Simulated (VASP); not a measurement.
# SnO2 in VASP: a series of runs

The runs below take SnO2 through single point, with r2SCAN+rVV10.

All numbers are computed with VASP 6.6.1; they aren't measurements. Logs are shortened: lines on timing, memory, paths and dates and some standing lists are left out, and cuts for length are marked.

## (1) The cell of the first run

Symmetry: Pnnm, No. 58, orthorhombic system. The conventional cell has a = 4.736 Å, b = 4.751 Å, c = 3.195 Å, α = 90.00°, β = 90.00°, γ = 90.00°. Sn (site symmetry 2/m) has 6 O at 2.05 to 2.06 Å within 2.7 Å. Within 2.7 Å of O (site symmetry m) lie 3 Sn at 2.05 to 2.06 Å and 1 O at 2.61 Å.

## (2) Single point, r2SCAN+rVV10

Input file POSCAR:

```
SnO2
1.0
    4.7514544403      0.0000000000      0.0000000000
    0.0000000000      4.7358326481      0.0000000000
    0.0000000000      0.0000000000      3.1954139382
Sn O
2 4
Direct
    0.5000000000      0.5000000000      0.5000000000
    0.0000000000      0.0000000000      0.0000000000
    0.3045901375      0.3064071918      0.0000000000
    0.8045901375      0.1935928082      0.5000000000
    0.1954098625      0.8064071918      0.5000000000
    0.6954098625      0.6935928082      0.0000000000
```

Input file INCAR.step1:

```
ALGO     = Normal         # electronic algorithm
EDIFF    = 1E-5           # SCF threshold, eV
ENCUT    = 660            # plane-wave cutoff, eV
GGA      = PE             # functional
GGA_COMPAT= F            
ISMEAR   = 0              # smearing method
LASPH    = T              # aspherical terms in the spheres
LCHARG   = F              # write CHGCAR
LREAL    = F              # projectors in reciprocal space
LWAVE    = T              # write WAVECAR
NBANDS   = 35             # bands
NELM     = 120            # most SCF steps
PREC     = Accurate       # precision mode
SIGMA    = 0.1            # smearing width, eV
```

Input file INCAR.step2:

```
ALGO     = Normal         # electronic algorithm
BPARAM   = 11.95        
CPARAM   = 0.0093       
EDIFF    = 1E-6           # SCF threshold, eV
ENCUT    = 660            # plane-wave cutoff, eV
GGA_COMPAT= F            
ISIF     = 2              # what is computed and relaxed
ISMEAR   = 0              # smearing method
ISTART   = 1            
IVDW_NL  = 2            
LASPH    = T              # aspherical terms in the spheres
LCHARG   = F              # write CHGCAR
LMIXTAU  = T            
LREAL    = F              # projectors in reciprocal space
LUSE_VDW = T            
LWAVE    = F              # write WAVECAR
METAGGA  = R2SCAN         # meta-GGA
NBANDS   = 35             # bands
NELM     = 120            # most SCF steps
PREC     = Accurate       # precision mode
SIGMA    = 0.1            # smearing width, eV
```

Input file KPOINTS:

```
k-points
0
Gamma
  4 4 6
```

Potentials or basis: VASP PAW PBE potentials, release 64 (Sn_d, O).

On the command line:

```console
$ cat potpaw_PBE.64/Sn_d/POTCAR potpaw_PBE.64/O/POTCAR > POTCAR
$ cp INCAR.step1 INCAR
$ mpirun -np 1 vasp_std > vasp.out
$ cp INCAR.step2 INCAR
$ mpirun -np 1 vasp_std > vasp.out
```

OUTCAR:

```text
BPARAM = 11.95
   EDIFF = 1E-6
   ENCUT = 660
   ISIF = 2
   ISMEAR = 0
   ISTART = 1
   IVDW_NL = 2
   LASPH = T
   LREAL = F
   METAGGA = R2SCAN
   NELM = 120
   PREC = Accurate

 ion  position               nearest neighbor table
   1  0.500  0.500  0.500-   4 2.05   5 2.05   3 2.06   6 2.06   3 2.06   6 2.06   2 3.72   2 3.72
                             2 3.72   2 3.72   2 3.72   2 3.72   2 3.72   2 3.72
   2  0.000  0.000  0.000-   3 2.05   6 2.05   5 2.06   4 2.06   4 2.06   5 2.06   1 3.72   1 3.72
                             1 3.72   1 3.72   1 3.72   1 3.72   1 3.72   1 3.72
   3  0.305  0.306  0.000-   2 2.05   1 2.06   1 2.06
   4  0.805  0.194  0.500-   1 2.05   2 2.06   2 2.06
   5  0.195  0.806  0.500-   1 2.05   2 2.06   2 2.06
   6  0.695  0.694  0.000-   2 2.05   1 2.06   1 2.06

  LATTYP: Found a simple orthorhombic cell.
 ALAT       =     3.1954139382
 B/A-ratio  =     1.4820717252
 C/A-ratio  =     1.4869605416

  Lattice vectors:

 A1 = (   0.0000000000,   0.0000000000,  -3.1954139382)
 A2 = (   0.0000000000,   4.7358326481,   0.0000000000)
 A3 = (   4.7514544403,   0.0000000000,   0.0000000000)

Analysis of symmetry for initial positions (statically):
=====================================================================
 Subroutine PRICEL returns:
 Original cell was already a primitive cell.

 Routine SETGRP: Setting up the symmetry group for a
 simple orthorhombic supercell.

 Subroutine GETGRP returns: Found  8 space group operations
 (whereof  4 operations were pure point group operations)
 out of a pool of  8 trial point group operations.

The static configuration has the point symmetry C_2h.
 The point group associated with its full space group is D_2h.

Analysis of symmetry for dynamics (positions and initial velocities):
=====================================================================
 Subroutine PRICEL returns:
 Original cell was already a primitive cell.

 Routine SETGRP: Setting up the symmetry group for a
 simple orthorhombic supercell.

 Subroutine GETGRP returns: Found  8 space group operations
 (whereof  4 operations were pure point group operations)
 out of a pool of  8 trial point group operations.

The dynamic configuration has the point symmetry C_2h.
 The point group associated with its full space group is D_2h.

 Subroutine INISYM returns: Found  8 space group operations
 (whereof  4 operations are pure point group operations),
 and found     1 'primitive' translations

----------------------------------------------------------------------------------------

                                     Primitive cell

  volume of cell :      71.9035

  direct lattice vectors                    reciprocal lattice vectors
     4.751454440  0.000000000  0.000000000     0.210461873  0.000000000  0.000000000
     0.000000000  4.735832648  0.000000000     0.000000000  0.211156110  0.000000000
     0.000000000  0.000000000  3.195413938     0.000000000  0.000000000  0.312948500

  length of vectors
     4.751454440  4.735832648  3.195413938     0.210461873  0.211156110  0.312948500

  position of ions in fractional coordinates (direct lattice)
     0.500000000  0.500000000  0.500000000
     0.000000000  0.000000000  0.000000000
     0.304590137  0.306407192  0.000000000
     0.804590137  0.193592808  0.500000000
     0.195409863  0.806407192  0.500000000
     0.695409863  0.693592808  0.000000000

  ion indices of the primitive-cell ions
   primitive index   ion index
                 1           1
                 2           2
                 3           3
                 4           4
                 5           5
                 6           6

----------------------------------------------------------------------------------------

 KPOINTS: k-points

Automatic generation of k-mesh.
 Grid dimensions read from file:
 generate k-points for:    4    4    6

 Generating k-lattice:

  Cartesian coordinates                     Fractional coordinates (reciprocal lattice)
     0.052615468  0.000000000  0.000000000     0.250000000  0.000000000  0.000000000
     0.000000000  0.052789028  0.000000000     0.000000000  0.250000000  0.000000000
     0.000000000  0.000000000  0.052158083     0.000000000  0.000000000  0.166666667

  Length of vectors
     0.052615468  0.052789028  0.052158083

  Shift w.r.t. Gamma in fractional coordinates (k-lattice)
     0.000000000  0.000000000  0.000000000

 Subroutine IBZKPT returns following result:
 ===========================================

 Found     36 irreducible k-points:

 Following reciprocal coordinates:
            Coordinates               Weight
  0.000000  0.000000  0.000000      1.000000
  0.250000  0.000000  0.000000      2.000000
  0.500000  0.000000  0.000000      1.000000
  0.000000  0.250000  0.000000      2.000000
  0.250000  0.250000  0.000000      4.000000
  0.500000  0.250000  0.000000      2.000000
[... 16 lines left out ...]
  0.250000  0.250000  0.333333      8.000000
  0.500000  0.250000  0.333333      4.000000
 [... further k-points ...]
   k-points           NKPTS =     36   k-points in BZ     NKDIM =     36   number of bands    NBANDS=     35
   number of dos      NEDOS =    301   number of ions     NIONS =      6
   total plane-waves  NPLWV =  44800
   dimension x,y,z NGX =    40 NGY =   40 NGZ =   28
   dimension x,y,z NGXF=    80 NGYF=   80 NGZF=   56
   ions per type =               2   4
   NGX,Y,Z   is equivalent  to a cutoff of  14.00, 14.04, 14.57 a.u.
   NGXF,Y,Z  is equivalent  to a cutoff of  27.99, 28.08, 29.13 a.u.
 SYSTEM =  unknown system
   PREC   = accura    normal or accurate (medium, high low for compatibility)
   ISTART =      1    job   : 0-new  1-cont  2-samecut
   ICHARG =      0    charge: 1-file 2-atom 10-const
   ISPIN  =      1    spin polarized calculation?
   LNONCOLLINEAR =      F non collinear calculations
   LSORBIT =      F    spin-orbit coupling
   LASPH  =      T    aspherical Exc in radial PAW
   ENCUT  =  660.0 eV  48.51 Ry    6.96 a.u.   9.95  9.92  6.69*2*pi/ulx,y,z
   NELM   =    120;   NELMIN=  2; NELMDL=  0     # of ELM steps
   EDIFF  = 0.1E-05   stopping-criterion for ELM
   LREAL  =      F    real-space projection
   EDIFFG = 0.1E-04   stopping-criterion for IOM
   NSW    =      0    number of steps for IOM
   IBRION =     -1    ionic relax: 0-MD 1-quasi-New 2-CG
   NFREE  =      0    steps in history (QN), initial steepest desc. (CG)
   ISIF   =      2    stress and relaxation
   ISYM   =      2    0-nonsym 1-usesym 2-fastsym
   POTIM  = 0.5000    time-step for ionic-motion
   TEBEG  =    0.0;   TEEND  =   0.0 temperature during run
   PSTRESS=    0.0 pullay stress
   NELECT =      52.0000    total number of electrons
   NUPDOWN=      -1.0000    fix difference up-down
   EMIN   =  10.00;   EMAX   =-10.00  energy-range for DOS
   EFERMI =   0.00;   METHOD = LEGACY
   ISMEAR =     0;   SIGMA  =   0.10  broadening in eV -4-tet -1-fermi 0-gaus
   EFERMI_NEDOS =   21; number of points for ismear=-14 and -15
   IALGO  =     38    algorithm
   IMIX   =      4    mixing-type and parameters
     AMIX     =   0.40;   BMIX     =  1.00
     AMIX_MAG =   1.60;   BMIX_MAG =  1.00
  volume/ion in A,a.u.               =      11.98        80.87
  Fermi-wavevector in a.u.,A,eV,Ry     =   1.469465  2.776886 29.379435  2.159328
  Thomas-Fermi vector in A             =   2.584839
   LORBIT       =      0    0 simple, 1 ext, 2 COOP (PROOUT), +10 PAW based schemes
   METAGGA = R2SCAN    functional components
   LHFCALC =     F    Hartree Fock is set to
   AEXX    =    0.0000 exact exchange contribution
   IVDW_NL    =     2    kernel type
   BPARAM     =11.9500
   IVDW    =     0    specifies the selected vdW correction
   LEPSILON=     F    determine dielectric tensor
   LRPA    =     F    only Hartree local field effects (RPA)
 non-spin polarized calculation
 Gauss-broadening in eV      SIGMA  =   0.10
  energy-cutoff  :      660.00
  volume of cell :       71.90
 maximum number of plane-waves:      2804
 NGX is ok and might be reduce to    40
   NGX = 19   NGY = 19   NGZ = 13

 number of electron      52.0000002 magnetization

 Free energy of the ion-electron system (eV)
  ---------------------------------------------------
  ext. energy  EPLUGINS =         0.00000000
  ---------------------------------------------------
  free energy    TOTEN  =       -83.30179635 eV

  energy without entropy =      -83.30179635  energy(sigma->0) =      -83.30179635

 E-fermi :   6.0820     XC(G=0): -12.0843

 val. band max:        5.6414990882   @ k =   0.0000   0.0000   0.0000
 cond. band min:       7.5029768620   @ k =   0.0000   0.0000   0.0000
 fundamental gap:      1.8614777738
 Fermi energy:         6.0819737376

 k-point     1 :       0.0000    0.0000    0.0000
  band No.  band energies     occupation
      1     -16.0925      2.00000
      2     -15.1490      2.00000
      3     -14.8335      2.00000
      4     -14.8329      2.00000
      5     -14.8117      2.00000
      6     -14.7902      2.00000
[... 27 lines left out ...]
     34      18.8923      0.00000
     35      19.0786      0.00000

 k-point     2 :       0.2500    0.0000    0.0000
  band No.  band energies     occupation
      1     -15.9841      2.00000
      2     -15.2951      2.00000
      3     -14.8502      2.00000
      4     -14.8300      2.00000
      5     -14.8294      2.00000
      6     -14.8173      2.00000
[... 27 lines left out ...]
     34      18.7449      0.00000
     35      18.9933      0.00000

 k-point     3 :       0.5000    0.0000    0.0000
  band No.  band energies     occupation
      1     -15.6794      2.00000
      2     -15.6794      2.00000
      3     -14.8370      2.00000
      4     -14.8370      2.00000
      5     -14.8260      2.00000
      6     -14.8260      2.00000
[... 27 lines left out ...]
     34      18.8143      0.00000
     35      19.2692      0.00000
[... 723 lines left out ...]
 k-point    23 :       0.2500    0.2500    0.3333
  band No.  band energies     occupation
      1     -15.8742      2.00000
      2     -15.6130      2.00000
      3     -15.4248      2.00000
      4     -14.8817      2.00000
      5     -14.6644      2.00000
      6     -14.6336      2.00000
[... 27 lines left out ...]
     34      18.6937      0.00000
     35      19.1192      0.00000

 k-point    24 :       0.5000    0.2500    0.3333
  band No.  band energies     occupation
      1     -15.7852      2.00000
      2     -15.7852      2.00000
      3     -15.1565      2.00000
      4     -15.1565      2.00000
      5     -14.6506      2.00000
      6     -14.6506      2.00000
[... 27 lines left out ...]
     34      18.2604      0.00000
     35      19.1627      0.00000

 [... further k-points ...]

------------------------ aborting loop because EDIFF is reached ----------------------------------------

  FORCE on cell =-STRESS in cart. coord.  units (eV):
  Direction    XX          YY          ZZ          XY          YZ          ZX
  --------------------------------------------------------------------------------------
  -------------------------------------------------------------------------------------
  Total        0.4064947      0.5792452      0.8146700      0.0000000      0.0000000      0.0000000
  in kB        9.0576479     12.9069301     18.1527429      0.0000000      0.0000000      0.0000000
  external PRESSURE =      13.3724403 kB  Pullay stress =       0.0000000 kB

 VOLUME and BASIS-vectors are now :
 -----------------------------------------------------------------------------
  energy-cutoff  :      660.00
  volume of cell :       71.90
      direct lattice vectors                 reciprocal lattice vectors
     4.751454440  0.000000000  0.000000000     0.210461873  0.000000000  0.000000000
     0.000000000  4.735832648  0.000000000     0.000000000  0.211156110  0.000000000
     0.000000000  0.000000000  3.195413938     0.000000000  0.000000000  0.312948500

 POSITION                                       TOTAL-FORCE (eV/Angst)
 -----------------------------------------------------------------------------------
      2.37573      2.36792      1.59771        -0.000000     -0.000000      0.000000
      0.00000      0.00000      0.00000        -0.000000     -0.000000      0.000000
      1.44725      1.45109      0.00000         0.009991      0.000677     -0.000000
      3.82297      0.91682      1.59771         0.009991     -0.000677      0.000000
      0.92848      3.81901      1.59771        -0.009991      0.000677     -0.000000
      3.30421      3.28474      0.00000        -0.009991     -0.000677      0.000000
 -----------------------------------------------------------------------------------
    total drift:                                0.000000      0.000000     -0.000000

  FREE ENERGIE OF THE ION-ELECTRON SYSTEM (eV)
  ---------------------------------------------------
  free  energy   TOTEN  =       -83.3017963469 eV

  energy  without entropy=      -83.3017963469  energy(sigma->0) =      -83.30179635
```

Run time: 11 min. Hardware: 1 thread of Oxide Virtual Turin-like, shared host; peak memory 0.41 GiB.

What came out:

```yaml
Free_energy: -83.3018 eV
Pressure: 1.3 GPa
Largest_force: 0.010 eV/Å
Band_gap_on_the_k_mesh: 1.86 eV
```

Forces in eV/Å, atoms in the order of the input:
```
Sn   0.000  0.000  0.000
Sn   0.000  0.000  0.000
O    0.010  0.001  0.000
O    0.010 -0.001  0.000
O   -0.010  0.001  0.000
O   -0.010 -0.001  0.000
```

Caveat: the PAW data sets were made with another functional, which shifts forces and pressure a little; spin-orbit coupling is left out, which moves the levels of the heavy elements.

[end of part 1 of 2]
